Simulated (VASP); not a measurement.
# BiCl3 (Bi(Cl)3) in VASP: further runs

Runs on BiCl3 (Bi(Cl)3). Level: PBE. Tasks: single point.

Everything below comes from runs of VASP 6.6.1. Logs are shortened: lines on timing, memory, paths and dates and some standing lists are left out, and cuts for length are marked.

### Step 1. The cell of the first run

The cell holds a molecule in a box, 4 atoms: a = 12.260 Å, b = 12.770 Å, c = 10.170 Å, α = 90.00°, β = 90.00°, γ = 90.00°.

### Step 2. Single point, PBE

Input file INCAR:

```
SYSTEM = BiCl3
ALGO = Normal
EDIFF = 1E-7
ENCUT = 520
GGA = PE
ISIF = 2
ISMEAR = 0
LASPH = .True.
LCHARG = .False.
LREAL = .False.
LWAVE = .False.
NBANDS = 26
NELM = 60
PREC = Accurate
SIGMA = 0.01
```

Input file KPOINTS:

```
k-points
0
Gamma
  1 1 1
  0 0 0
```

Input file POSCAR:

```
BiCl3
1.0
   12.2600000000      0.0000000000      0.0000000000
    0.0000000000     12.7700000000      0.0000000000
    0.0000000000      0.0000000000     10.1700000000
Bi Cl
1 3
Direct
    0.4557340900      0.4998590400      0.5576175000
    0.6331027700      0.4998574800      0.4424778800
    0.3670505700      0.6473320300      0.4424778800
    0.3670473100      0.3523884100      0.4424778800
```

Potentials or basis: VASP PAW PBE potentials, release 64 (Bi_d, Cl).

On the command line:

```
> cat potpaw_PBE.64/Bi_d/POTCAR potpaw_PBE.64/Cl/POTCAR > POTCAR
> mpirun -np 1 vasp_gam > vasp.out
```

OUTCAR:

```text
SYSTEM = BiCl3
   EDIFF = 1E-7
   ENCUT = 520
   GGA = PE
   ISIF = 2
   ISMEAR = 0
   LASPH = .True.
   LREAL = .False.
   NELM = 60
   PREC = Accurate

 ion  position               nearest neighbor table
   1  0.456  0.500  0.558-   2 2.47   4 2.47   3 2.47
   2  0.633  0.500  0.442-   1 2.47
   3  0.367  0.647  0.442-   1 2.47
   4  0.367  0.352  0.442-   1 2.47

  LATTYP: Found a simple orthorhombic cell.
 ALAT       =    10.1700000000
 B/A-ratio  =     1.2055063913
 C/A-ratio  =     1.2556538840

  Lattice vectors:

 A1 = (   0.0000000000,   0.0000000000,  10.1700000000)
 A2 = (  12.2600000000,   0.0000000000,   0.0000000000)
 A3 = (   0.0000000000,  12.7700000000,   0.0000000000)

Analysis of symmetry for initial positions (statically):
=====================================================================
 Subroutine PRICEL returns:
 Original cell was already a primitive cell.

 Routine SETGRP: Setting up the symmetry group for a
 simple orthorhombic supercell.

 Subroutine GETGRP returns: Found  2 space group operations
 (whereof  1 operations were pure point group operations)
 out of a pool of  8 trial point group operations.

The static configuration has the point symmetry C_1 .
 The point group associated with its full space group is C_1h.

Analysis of symmetry for dynamics (positions and initial velocities):
=====================================================================
 Subroutine PRICEL returns:
 Original cell was already a primitive cell.

 Routine SETGRP: Setting up the symmetry group for a
 simple orthorhombic supercell.

 Subroutine GETGRP returns: Found  2 space group operations
 (whereof  1 operations were pure point group operations)
 out of a pool of  8 trial point group operations.

The dynamic configuration has the point symmetry C_1 .
 The point group associated with its full space group is C_1h.

 Subroutine INISYM returns: Found  2 space group operations
 (whereof  1 operations are pure point group operations),
 and found     1 'primitive' translations

----------------------------------------------------------------------------------------

                                     Primitive cell

  volume of cell :    1592.2172

  direct lattice vectors                    reciprocal lattice vectors
    12.260000000  0.000000000  0.000000000     0.081566069  0.000000000  0.000000000
     0.000000000 12.770000000  0.000000000     0.000000000  0.078308536  0.000000000
     0.000000000  0.000000000 10.170000000     0.000000000  0.000000000  0.098328417

  length of vectors
    12.260000000 12.770000000 10.170000000     0.081566069  0.078308536  0.098328417

  position of ions in fractional coordinates (direct lattice)
     0.455734090  0.499859040  0.557617500
     0.633102770  0.499857480  0.442477880
     0.367050570  0.647332030  0.442477880
     0.367047310  0.352388410  0.442477880

  ion indices of the primitive-cell ions
   primitive index   ion index
                 1           1
                 2           2
                 3           3
                 4           4

----------------------------------------------------------------------------------------

 KPOINTS: k-points

Automatic generation of k-mesh.
 Grid dimensions read from file:
 generate k-points for:    1    1    1

 Generating k-lattice:

  Cartesian coordinates                     Fractional coordinates (reciprocal lattice)
     0.081566069  0.000000000  0.000000000     1.000000000  0.000000000  0.000000000
     0.000000000  0.078308536  0.000000000     0.000000000  1.000000000  0.000000000
     0.000000000  0.000000000  0.098328417     0.000000000  0.000000000  1.000000000

  Length of vectors
     0.081566069  0.078308536  0.098328417

  Shift w.r.t. Gamma in fractional coordinates (k-lattice)
     0.000000000  0.000000000  0.000000000

 Subroutine IBZKPT returns following result:
 ===========================================

 Found      1 irreducible k-points:

 Following reciprocal coordinates:
            Coordinates               Weight
  0.000000  0.000000  0.000000      1.000000
   k-points           NKPTS =      1   k-points in BZ     NKDIM =      1   number of bands    NBANDS=     26
   number of dos      NEDOS =    301   number of ions     NIONS =      4
   total plane-waves  NPLWV = 737280
   dimension x,y,z NGX =    96 NGY =   96 NGZ =   80
   dimension x,y,z NGXF=   192 NGYF=  192 NGZF=  160
   ions per type =               1   3
   NGX,Y,Z   is equivalent  to a cutoff of  13.02, 12.50, 13.08 a.u.
   NGXF,Y,Z  is equivalent  to a cutoff of  26.04, 25.00, 26.15 a.u.
 SYSTEM =  BiCl3
   PREC   = accura    normal or accurate (medium, high low for compatibility)
   ISTART =      0    job   : 0-new  1-cont  2-samecut
   ICHARG =      2    charge: 1-file 2-atom 10-const
   ISPIN  =      1    spin polarized calculation?
   LNONCOLLINEAR =      F non collinear calculations
   LSORBIT =      F    spin-orbit coupling
   LASPH  =      T    aspherical Exc in radial PAW
   ENCUT  =  520.0 eV  38.22 Ry    6.18 a.u.  22.80 23.74 18.91*2*pi/ulx,y,z
   NELM   =     60;   NELMIN=  2; NELMDL= -5     # of ELM steps
   EDIFF  = 0.1E-06   stopping-criterion for ELM
   LREAL  =      F    real-space projection
   EDIFFG = 0.1E-05   stopping-criterion for IOM
   NSW    =      0    number of steps for IOM
   IBRION =     -1    ionic relax: 0-MD 1-quasi-New 2-CG
   NFREE  =      0    steps in history (QN), initial steepest desc. (CG)
   ISIF   =      2    stress and relaxation
   ISYM   =      2    0-nonsym 1-usesym 2-fastsym
   POTIM  = 0.5000    time-step for ionic-motion
   TEBEG  =    0.0;   TEEND  =   0.0 temperature during run
   PSTRESS=    0.0 pullay stress
   NELECT =      36.0000    total number of electrons
   NUPDOWN=      -1.0000    fix difference up-down
   EMIN   =  10.00;   EMAX   =-10.00  energy-range for DOS
   EFERMI =   0.00;   METHOD = LEGACY
   ISMEAR =     0;   SIGMA  =   0.01  broadening in eV -4-tet -1-fermi 0-gaus
   EFERMI_NEDOS =   21; number of points for ismear=-14 and -15
   IALGO  =     38    algorithm
   IMIX   =      4    mixing-type and parameters
     AMIX     =   0.40;   BMIX     =  1.00
     AMIX_MAG =   1.60;   BMIX_MAG =  1.00
  volume/ion in A,a.u.               =     398.05      2686.20
  Fermi-wavevector in a.u.,A,eV,Ry     =   0.462922  0.874797  2.915690  0.214297
  Thomas-Fermi vector in A             =   1.450802
   LORBIT       =      0    0 simple, 1 ext, 2 COOP (PROOUT), +10 PAW based schemes
   GGA     = PE    functional components
   LHFCALC =     F    Hartree Fock is set to
   AEXX    =    0.0000 exact exchange contribution
   IVDW    =     0    specifies the selected vdW correction
   LEPSILON=     F    determine dielectric tensor
   LRPA    =     F    only Hartree local field effects (RPA)
 non-spin polarized calculation
 Gauss-broadening in eV      SIGMA  =   0.01
  energy-cutoff  :      520.00
  volume of cell :     1592.22
 maximum number of plane-waves:     21420
 NGX is ok and might be reduce to    90
   NGX = 45   NGY = 47   NGZ = 37

 number of electron      36.0000001 magnetization

 Free energy of the ion-electron system (eV)
  ---------------------------------------------------
  ext. energy  EPLUGINS =         0.00000000
  ---------------------------------------------------
  free energy    TOTEN  =       -12.66619683 eV

  energy without entropy =      -12.66619683  energy(sigma->0) =      -12.66619683

 E-fermi :  -7.0191     XC(G=0):  -1.1721

 val. band max:       -7.0741680140   @ k =   0.0000   0.0000   0.0000
 cond. band min:      -2.7840166955   @ k =   0.0000   0.0000   0.0000
 fundamental gap:      4.2901513185
 Fermi energy:        -7.0191045054

 k-point     1 :       0.0000    0.0000    0.0000
  band No.  band energies     occupation
      1     -28.6482      2.00000
      2     -28.6481      2.00000
      3     -28.5589      2.00000
      4     -28.5585      2.00000
      5     -28.5584      2.00000
      6     -20.3917      2.00000
[... 18 lines left out ...]
     25       1.0154      0.00000
     26       1.0519      0.00000

------------------------ aborting loop because EDIFF is reached ----------------------------------------

  FORCE on cell =-STRESS in cart. coord.  units (eV):
  Direction    XX          YY          ZZ          XY          YZ          ZX
  --------------------------------------------------------------------------------------
  -------------------------------------------------------------------------------------
  Total       -0.5358518     -0.5374945     -0.3189587      0.0000000      0.0000000     -0.0027289
  in kB       -0.5392039     -0.5408568     -0.3209539      0.0000000      0.0000000     -0.0027459
  external PRESSURE =      -0.4670049 kB  Pullay stress =       0.0000000 kB

 VOLUME and BASIS-vectors are now :
 -----------------------------------------------------------------------------
  energy-cutoff  :      520.00
  volume of cell :     1592.22
      direct lattice vectors                 reciprocal lattice vectors
    12.260000000  0.000000000  0.000000000     0.081566069  0.000000000  0.000000000
     0.000000000 12.770000000  0.000000000     0.000000000  0.078308536  0.000000000
     0.000000000  0.000000000 10.170000000     0.000000000  0.000000000  0.098328417

 POSITION                                       TOTAL-FORCE (eV/Angst)
 -----------------------------------------------------------------------------------
      5.58730      6.38320      5.67097        -0.002716      0.000000     -0.179897
      7.76184      6.38318      4.50000        -0.149505      0.000000      0.059441
      4.50004      8.26643      4.50000         0.076111     -0.131059      0.060228
      4.50000      4.50000      4.50000         0.076111      0.131059      0.060228
 -----------------------------------------------------------------------------------
    total drift:                               -0.000010     -0.010755      0.000731

  FREE ENERGIE OF THE ION-ELECTRON SYSTEM (eV)
  ---------------------------------------------------
  free  energy   TOTEN  =       -12.6661968272 eV

  energy  without entropy=      -12.6661968272  energy(sigma->0) =      -12.66619683
```

Run time: 2.8 min. Hardware: 1 thread of Intel Xeon Platinum 8259CL at 2.50GHz (Skylake/Cascade Lake), shared host; peak memory 1.2 GiB.

What came out:

```yaml
Free_energy: -12.6662 eV
Largest_force: 0.180 eV/Å
Gap_between_the_frontier_levels: 4.29 eV
```

Forces in eV/Å, atoms in the order of the input:
```
Bi  -0.003  0.000 -0.180
Cl  -0.150  0.000  0.059
Cl   0.076 -0.131  0.060
Cl   0.076  0.131  0.060
```

Levels at points of the mesh, in eV from the valence-band top:
```tsv
k point	band 15	band 16	band 17	band 18	band 19	band 20	band 21	band 22
(0.00, 0.00, 0.00)	-0.18	-0.17	-0.06	0.00	4.29	4.74	4.74	6.90
```

Caveat: spin-orbit coupling is left out, which moves the levels of the heavy elements.

### Step 3. Single point, PBE, non-collinear spin, zero start, spin-orbit coupling

Input file INCAR:

```
SYSTEM = BiCl3
ALGO = Normal ; EDIFF = 1E-7
ENCUT = 520 ; GGA = PE
GGA_COMPAT = .FALSE. ; ISIF = 2
ISMEAR = 0 ; LASPH = .TRUE.
LCHARG = .FALSE. ; LORBIT = 11
LORBMOM = .TRUE. ; LREAL = .FALSE.
LSORBIT = .TRUE. ; LWAVE = .FALSE.
MAGMOM = 0 0 0 0 0 0 0 0 0 0 0 0 ; NBANDS = 50
NELM = 150 ; PREC = Accurate
SIGMA = 0.01
```

Input file KPOINTS:

```
k-points
0
G
  1 1 1
  0 0 0
```

POSCAR is that of step 2.

Potentials or basis: VASP PAW PBE potentials, release 64 (Bi_d, Cl).

On the command line:

```
> cat potpaw_PBE.64/Bi_d/POTCAR potpaw_PBE.64/Cl/POTCAR > POTCAR
> mpirun -np 1 vasp_ncl > vasp.out
```

It took 20 min on 1 thread of Intel Xeon Platinum 8259CL at 2.50GHz (Skylake/Cascade Lake), shared host; peak memory 3.8 GiB.

Results (log left out):

```yaml
Free_energy: -13.2620 eV
Largest_force: 0.132 eV/Å
Net_moment: 0.00 μB per cell
Valence_electrons_inside_the_program's_atomic_spheres: Bi 12.64; Cl 5.08
```

Forces on the atoms (eV/Å):
```
Bi  -0.003  0.000 -0.121
Cl  -0.124  0.000  0.040
Cl   0.063 -0.109  0.041
Cl   0.063  0.109  0.041
```

Moments on the atoms (μB; x, y, z):
```
Bi  0.00 0.00 0.00
Cl  0.00 0.00 0.00
Cl  0.00 0.00 0.00
Cl  0.00 0.00 0.00
```
